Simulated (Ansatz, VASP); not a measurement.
## One calculation of Al4B3Sb, two programs

```
Al B Sb
1.0
     3.25141    0.00000    0.00139
     0.00000    3.00203    0.00000
    -0.01022    0.00000   11.55879
Al B Sb
4 3 1
Direct
  0.49955 0.50000 0.51554
  0.99994 0.50000 0.84843
  0.49960 0.00000 0.70230
  0.99951 0.00000 0.06756
  0.49977 0.50000 0.99077
  0.99965 0.50000 0.65442
  0.49988 0.00000 0.90965
  0.00209 0.00000 0.31133
```

Change from the starting cell: species swapped into the Sn4TeSe3 type (Pm, No. 6).

Alike in both runs: functional PBE; k mesh 6 × 6 × 2; occupations gaussian, width 0.1 eV; no spin polarisation.

Ansatz relaxed the structure, and its values are those at the end. VASP's run is a single point on that final structure, the one shown.

|  | VASP | Ansatz |
| --- | --- | --- |
| version | VASP 6.6.1 | Ansatz 0.2.0 |
| potentials or method | VASP PAW PBE potentials, release 64 (Al, B, Sb), cutoff 520 eV | scalar-relativistic, plane waves, PAW |
| valence electrons in the cell | 26 | 36 |

|  | VASP | Ansatz | Ansatz less VASP |
| --- | --- | --- | --- |
| gap on the k mesh at the Fermi level (eV) | none | none | - |
| pressure (GPa) | 0.0 | 0.0 | +0.01 |
| rms of the force components (eV/Å) | 0.009 | 0.010 | +0.0002 |

A gap of «none» marks a metal or a gap that the smearing closes. VASP's potentials hold 26 valence electrons a cell and Ansatz's 36, so a difference there can come from the potentials and not from the codes.

Neither program's run includes spin-orbit coupling.
